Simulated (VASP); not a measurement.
MoN2:

```
Mo N
1.0
     4.34805    0.00000    0.00000
     0.00000    4.34805    0.00000
     0.00000    0.00000    2.76746
Mo N
2 4
Direct
  0.00000 0.00000 0.00000
  0.50000 0.50000 0.00000
  0.61165 0.88835 0.50000
  0.38835 0.11165 0.50000
  0.11165 0.61165 0.50000
  0.88835 0.38835 0.50000
```

Base run:

```yaml
Program: VASP 6.6.1
Functional: PBEsol
Potentials_or_basis: VASP PAW PBE potentials, release 64 (Mo_sv, N)
Cutoff: 520 eV
k_mesh: 6 × 6 × 10
Occupations: fermi-dirac, width 0.05 eV
Spin: no spin polarisation
```

Its results: band gap on the k mesh zero (band 24 reaches 13.43 eV, above the bottom of band 25 at 11.45 eV); pressure -13.5 GPa; largest force 0.157 eV/Å.

Question: After a change of settings the same cell gave: band gap on the k mesh zero (band 24 reaches 13.41 eV, above the bottom of band 25 at 11.61 eV); pressure -1.2 GPa; largest force 0.078 eV/Å. Which change was it?
A. hubbard terms from none to Mo d U = 6.0 eV
B. functional from PBEsol to PBE
C. potentials or basis from VASP PAW PBE potentials, release 64 (Mo_sv, N) to VASP PAW PBE potentials, release 64 (Mo_sv, N_h); cutoff from 520 eV to 910 eV; further incar settings from ALGO = Normal; EDIFF = 1e-07; NBANDS = 33 to ALGO = Normal; EDIFF = 1e-06; NBANDS = 33
D. further incar settings from ALGO = Normal; EDIFF = 1e-07; NBANDS = 33 to ALGO = Normal; EDIFF = 1e-06; NBANDS = 33; hubbard terms from none to Mo d U = 5.0 eV

Answer: A.

Caveats: the PAW data sets were made with another functional, which shifts forces and pressure a little; U without spin polarisation on a metal has little footing (some runs).
